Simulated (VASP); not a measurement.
# Au (Fm-3m) in VASP: single point with PBEsol

Aim: the single point of Au with PBEsol.

Program: VASP 6.6.1. These are calculated values, not measurements. Logs are shortened: lines on timing, memory, paths and dates and some standing lists are left out, and cuts for length are marked.

### Step 1. The cell of the first run

The structure is cubic, space group Fm-3m (No. 225). The conventional cell has a = 4.084 Å, b = 4.084 Å, c = 4.084 Å, α = 90.00°, β = 90.00°, γ = 90.00°. Au (site symmetry m-3m) has 12 Au at 2.89 Å within 3.8 Å.

### Step 2. Single point, PBEsol

Input file INCAR:

```
ALGO = Fast
EDIFF = 1E-6
ENCUT = 520
GGA = PS
ISIF = 2
ISMEAR = 0
LASPH = True
LCHARG = False
LREAL = False
LWAVE = False
NBANDS = 42
NELM = 60
PREC = Accurate
SIGMA = 0.15
```

Input file KPOINTS:

```
k-points
0
Gamma
  20 20 5
```

Input file POSCAR:

```
Au
1.0
   -2.0419343853     -2.0419343853      0.0000000000
    2.0419343853     -2.0419343853      0.0000000000
    0.0000000000      0.0000000000     12.2516063121
Au
6
Direct
    0.0000000000      0.0000000000      0.0000000000
    0.5000000000      0.5000000000      0.1666666667
    0.0000000000      0.0000000000      0.3333333333
    0.5000000000      0.5000000000      0.5000000000
    0.0000000000      0.0000000000      0.6666666667
    0.5000000000      0.5000000000      0.8333333333
```

Potentials or basis: VASP PAW PBE potentials, release 64 (Au).

Run with:

```console
$ cat potpaw_PBE.64/Au/POTCAR > POTCAR
$ mpirun -np 1 vasp_std > vasp.out
```

OUTCAR:

```text
EDIFF = 1E-6
   ENCUT = 520
   GGA = PS
   ISIF = 2
   ISMEAR = 0
   LASPH = True
   LREAL = False
   NELM = 60
   PREC = Accurate

 ion  position               nearest neighbor table
   1  0.000  0.000  0.000-   2 2.89   6 2.89   2 2.89   6 2.89   2 2.89   6 2.89   2 2.89   6 2.89

   2  0.500  0.500  0.167-   3 2.89   3 2.89   3 2.89   3 2.89   1 2.89   1 2.89   1 2.89   1 2.89

   3  0.000  0.000  0.333-   2 2.89   2 2.89   2 2.89   2 2.89   4 2.89   4 2.89   4 2.89   4 2.89

   4  0.500  0.500  0.500-   3 2.89   5 2.89   3 2.89   5 2.89   3 2.89   5 2.89   3 2.89   5 2.89

   5  0.000  0.000  0.667-   6 2.89   6 2.89   6 2.89   6 2.89   4 2.89   4 2.89   4 2.89   4 2.89

   6  0.500  0.500  0.833-   5 2.89   5 2.89   5 2.89   5 2.89   1 2.89   1 2.89   1 2.89   1 2.89

  LATTYP: Found a simple tetragonal cell.
 ALAT       =     2.8877313012
 C/A-ratio  =     4.2426406872

  Lattice vectors:

 A1 = (  -2.0419343853,  -2.0419343853,   0.0000000000)
 A2 = (   2.0419343853,  -2.0419343853,   0.0000000000)
 A3 = (   0.0000000000,   0.0000000000,  12.2516063121)

Analysis of symmetry for initial positions (statically):
=====================================================================
 Subroutine PRICEL returns following result:

  LATTYP: Found a face centered cubic cell.
 ALAT       =     4.0838687711

  Lattice vectors:

 A1 = (   0.0000000000,   2.0419343853,  -2.0419343858)
 A2 = (  -2.0419343853,   0.0000000000,  -2.0419343845)
 A3 = (  -2.0419343853,   2.0419343853,   0.0000000000)

   6 primitive cells build up your supercell.

 Routine SETGRP: Setting up the symmetry group for a
 simple tetragonal supercell.

 Subroutine GETGRP returns: Found 16 space group operations
 (whereof 16 operations were pure point group operations)
 out of a pool of 16 trial point group operations.

The static configuration has the point symmetry D_4h.

Analysis of symmetry for dynamics (positions and initial velocities):
=====================================================================
 Subroutine PRICEL returns following result:

  LATTYP: Found a face centered cubic cell.
 ALAT       =     4.0838687711

  Lattice vectors:

 A1 = (   0.0000000000,   2.0419343853,  -2.0419343858)
 A2 = (  -2.0419343853,   0.0000000000,  -2.0419343845)
 A3 = (  -2.0419343853,   2.0419343853,   0.0000000000)

   6 primitive cells build up your supercell.

 Routine SETGRP: Setting up the symmetry group for a
 simple tetragonal supercell.

 Subroutine GETGRP returns: Found 16 space group operations
 (whereof 16 operations were pure point group operations)
 out of a pool of 16 trial point group operations.

The dynamic configuration has the point symmetry D_4h.

 Subroutine INISYM returns: Found 16 space group operations
 (whereof 16 operations are pure point group operations),
 and found     6 'primitive' translations

----------------------------------------------------------------------------------------

                                     Primitive cell

  volume of cell :      17.0277

  direct lattice vectors                    reciprocal lattice vectors
     0.000000000  2.041934385 -2.041934386     0.244865850  0.244865850 -0.244865851
    -2.041934385  0.000000000 -2.041934385    -0.244865851 -0.244865851 -0.244865851
    -2.041934385  2.041934385  0.000000000    -0.244865850  0.244865851  0.244865851

  length of vectors
     2.887731301  2.887731301  2.887731301     0.424120094  0.424120094  0.424120094

  position of ions in fractional coordinates (direct lattice)
     0.000000000  0.000000000  0.000000000

  ion indices of the primitive-cell ions
   primitive index   ion index
                 1           1

----------------------------------------------------------------------------------------

 KPOINTS: k-points

Automatic generation of k-mesh.
 Grid dimensions read from file:
 generate k-points for:   20   20    5

 Generating k-lattice:

  Cartesian coordinates                     Fractional coordinates (reciprocal lattice)
    -0.012243293 -0.012243293  0.000000000     0.050000000  0.000000000  0.000000000
     0.012243293 -0.012243293  0.000000000     0.000000000  0.050000000  0.000000000
     0.000000000  0.000000000  0.016324390     0.000000000  0.000000000  0.200000000

  Length of vectors
     0.017314630  0.017314630  0.016324390

  Shift w.r.t. Gamma in fractional coordinates (k-lattice)
     0.000000000  0.000000000  0.000000000

 Subroutine IBZKPT returns following result:
 ===========================================

 Found    198 irreducible k-points:

 Following reciprocal coordinates:
            Coordinates               Weight
  0.000000  0.000000  0.000000      1.000000
  0.050000  0.000000  0.000000      4.000000
  0.100000  0.000000  0.000000      4.000000
  0.150000  0.000000  0.000000      4.000000
  0.200000  0.000000  0.000000      4.000000
  0.250000  0.000000  0.000000      4.000000
[... 16 lines left out ...]
  0.150000  0.100000  0.000000      8.000000
  0.200000  0.100000  0.000000      8.000000
 [... further k-points ...]
   k-points           NKPTS =    198   k-points in BZ     NKDIM =    198   number of bands    NBANDS=     42
   number of dos      NEDOS =    301   number of ions     NIONS =      6
   total plane-waves  NPLWV =  55296
   dimension x,y,z NGX =    24 NGY =   24 NGZ =   96
   dimension x,y,z NGXF=    48 NGYF=   48 NGZF=  192
   ions per type =               6
   NGX,Y,Z   is equivalent  to a cutoff of  13.82, 13.82, 13.03 a.u.
   NGXF,Y,Z  is equivalent  to a cutoff of  27.63, 27.63, 26.05 a.u.
 SYSTEM =  unknown system
   PREC   = accura    normal or accurate (medium, high low for compatibility)
   ISTART =      0    job   : 0-new  1-cont  2-samecut
   ICHARG =      2    charge: 1-file 2-atom 10-const
   ISPIN  =      1    spin polarized calculation?
   LNONCOLLINEAR =      F non collinear calculations
   LSORBIT =      F    spin-orbit coupling
   LASPH  =      T    aspherical Exc in radial PAW
   ENCUT  =  520.0 eV  38.22 Ry    6.18 a.u.   5.37  5.37 22.78*2*pi/ulx,y,z
   NELM   =     60;   NELMIN=  2; NELMDL= -5     # of ELM steps
   EDIFF  = 0.1E-05   stopping-criterion for ELM
   LREAL  =      F    real-space projection
   EDIFFG = 0.1E-04   stopping-criterion for IOM
   NSW    =      0    number of steps for IOM
   IBRION =     -1    ionic relax: 0-MD 1-quasi-New 2-CG
   NFREE  =      0    steps in history (QN), initial steepest desc. (CG)
   ISIF   =      2    stress and relaxation
   ISYM   =      2    0-nonsym 1-usesym 2-fastsym
   POTIM  = 0.5000    time-step for ionic-motion
   TEBEG  =    0.0;   TEEND  =   0.0 temperature during run
   PSTRESS=    0.0 pullay stress
   NELECT =      66.0000    total number of electrons
   NUPDOWN=      -1.0000    fix difference up-down
   EMIN   =  10.00;   EMAX   =-10.00  energy-range for DOS
   EFERMI =   0.00;   METHOD = LEGACY
   ISMEAR =     0;   SIGMA  =   0.15  broadening in eV -4-tet -1-fermi 0-gaus
   EFERMI_NEDOS =   21; number of points for ismear=-14 and -15
   IALGO  =     68    algorithm
   IMIX   =      4    mixing-type and parameters
     AMIX     =   0.40;   BMIX     =  1.00
     AMIX_MAG =   1.60;   BMIX_MAG =  1.00
  volume/ion in A,a.u.               =      17.03       114.91
  Fermi-wavevector in a.u.,A,eV,Ry     =   1.415209  2.674357 27.249977  2.002817
  Thomas-Fermi vector in A             =   2.536671
   LORBIT       =      0    0 simple, 1 ext, 2 COOP (PROOUT), +10 PAW based schemes
   GGA     = PS    functional components
   LHFCALC =     F    Hartree Fock is set to
   AEXX    =    0.0000 exact exchange contribution
   IVDW    =     0    specifies the selected vdW correction
   LEPSILON=     F    determine dielectric tensor
   LRPA    =     F    only Hartree local field effects (RPA)
 non-spin polarized calculation
 RMM-DIIS sequential band-by-band and
 Gauss-broadening in eV      SIGMA  =   0.15
  energy-cutoff  :      520.00
  volume of cell :      102.17
 maximum number of plane-waves:      2783
 NGX is ok and might be reduce to    24
   NGX = 11   NGY = 11   NGZ = 45

 number of electron      66.0000005 magnetization

 Free energy of the ion-electron system (eV)
  ---------------------------------------------------
  ext. energy  EPLUGINS =         0.00000000
  ---------------------------------------------------
  free energy    TOTEN  =       -23.55391035 eV

  energy without entropy =      -23.53571315  energy(sigma->0) =      -23.54481175

 E-fermi :   9.2871     XC(G=0): -12.8897

 val. band max:        9.2734952419   @ k =   0.4500   0.3500   0.4000
 cond. band min:       9.3067757972   @ k =   0.0500   0.0000   0.4000
 fundamental gap:      0.0332805553
 Fermi energy:         9.2871080715

 k-point     1 :       0.0000    0.0000    0.0000
  band No.  band energies     occupation
      1      -0.6377      2.00000
      2       0.5958      2.00000
      3       0.5958      2.00000
      4       2.2118      2.00000
      5       2.4116      2.00000
      6       2.4116      2.00000
[... 34 lines left out ...]
     41      21.5503      0.00000
     42      21.6803      0.00000

 k-point     2 :       0.0500    0.0000    0.0000
  band No.  band energies     occupation
      1      -0.5792      2.00000
      2       0.6444      2.00000
      3       0.6444      2.00000
      4       2.2505      2.00000
      5       2.4544      2.00000
      6       2.4544      2.00000
[... 34 lines left out ...]
     41      20.7196      0.00000
     42      21.7730      0.00000

 k-point     3 :       0.1000    0.0000    0.0000
  band No.  band energies     occupation
      1      -0.4056      2.00000
      2       0.7839      2.00000
      3       0.7839      2.00000
      4       2.3550      2.00000
      5       2.5614      2.00000
      6       2.5614      2.00000
[... 897 lines left out ...]
      4       2.6689      2.00000
      5       2.9041      2.00000
      6       2.9041      2.00000
[... 34 lines left out ...]
     41      19.2959      0.00000
     42      20.7267      0.00000

 k-point    24 :       0.2000    0.1000    0.0000
  band No.  band energies     occupation
      1       0.4754      2.00000
      2       1.4559      2.00000
      3       1.4559      2.00000
      4       2.8339      2.00000
      5       2.9706      2.00000
      6       2.9706      2.00000
[... 34 lines left out ...]
     41      19.8637      0.00000
     42      20.8241      0.00000

 [... further k-points ...]

------------------------ aborting loop because EDIFF is reached ----------------------------------------

  FORCE on cell =-STRESS in cart. coord.  units (eV):
  Direction    XX          YY          ZZ          XY          YZ          ZX
  --------------------------------------------------------------------------------------
  -------------------------------------------------------------------------------------
  Total       -0.2293727     -0.2293727     -0.3460988      0.0000000     -0.0000000     -0.0000000
  in kB       -3.5970436     -3.5970436     -5.4275530      0.0000000     -0.0000000     -0.0000000
  external PRESSURE =      -4.2072134 kB  Pullay stress =       0.0000000 kB

 VOLUME and BASIS-vectors are now :
 -----------------------------------------------------------------------------
  energy-cutoff  :      520.00
  volume of cell :      102.17
      direct lattice vectors                 reciprocal lattice vectors
    -2.041934385 -2.041934385  0.000000000    -0.244865851 -0.244865851  0.000000000
     2.041934385 -2.041934385  0.000000000     0.244865851 -0.244865851  0.000000000
     0.000000000  0.000000000 12.251606312     0.000000000  0.000000000  0.081621950

 POSITION                                       TOTAL-FORCE (eV/Angst)
 -----------------------------------------------------------------------------------
      0.00000      0.00000      0.00000        -0.000000     -0.000000     -0.000000
      0.00000     -2.04193      2.04193         0.000000      0.000000      0.000000
      0.00000      0.00000      4.08387         0.000000      0.000000     -0.000000
      0.00000     -2.04193      6.12580        -0.000000     -0.000000     -0.000000
      0.00000      0.00000      8.16774        -0.000000      0.000000      0.000000
      0.00000     -2.04193     10.20967        -0.000000     -0.000000     -0.000000
 -----------------------------------------------------------------------------------
    total drift:                               -0.000000      0.000000      0.000000

  FREE ENERGIE OF THE ION-ELECTRON SYSTEM (eV)
  ---------------------------------------------------
  free  energy   TOTEN  =       -23.5539103534 eV

  energy  without entropy=      -23.5357131471  energy(sigma->0) =      -23.54481175
```

It took 8.6 min on 1 thread of AMD EPYC 9R14 (Zen 4), shared host; peak memory 0.62 GiB.

What came out:

```
Free energy            : -23.5539 eV
Pressure               : -0.4 GPa
Band gap on the k mesh : zero (bands 33 and 34 overlap by 6.07 eV)
```

Caveat: the PAW data sets were made with another functional, which shifts forces and pressure a little; spin-orbit coupling is left out, which moves the levels of the heavy elements.

The gap in the log of VASP goes by the Fermi energy; the results here count the filled bands.